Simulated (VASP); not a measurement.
LiH:

```xyz
2
Lattice="0.0067 2.0097 2.0097 2.0097 0.0067 2.0097 2.0097 2.0097 0.0067" Properties=species:S:1:pos:R:3 pbc="T T T"
Li    0.0000    0.0000    0.0000
H     2.0130    2.0130    2.0130
```

This cell differs from its parent crystal: strain along [111] +0.5%.

Base run:

```yaml
Program: VASP 6.6.1
Functional: HSE06
Potentials_or_basis: VASP PAW PBE potentials, release 64 (Li_sv, H)
Cutoff: 520 eV
k_mesh: 8 × 8 × 8
Occupations: gaussian, width 0.01 eV
Spin: no spin polarisation
```

Its results: band gap on the k mesh 3.97 eV.

Q: The run is repeated on the same cell with these changes: functional from HSE06 to PBE; k mesh from 8 × 8 × 8 to 6 × 6 × 6. What comes out?

A: Band gap on the k mesh 2.98 eV.

Several settings changed at once.

Caveats: some runs use coarse meshes.

A k mesh can miss the band edges.
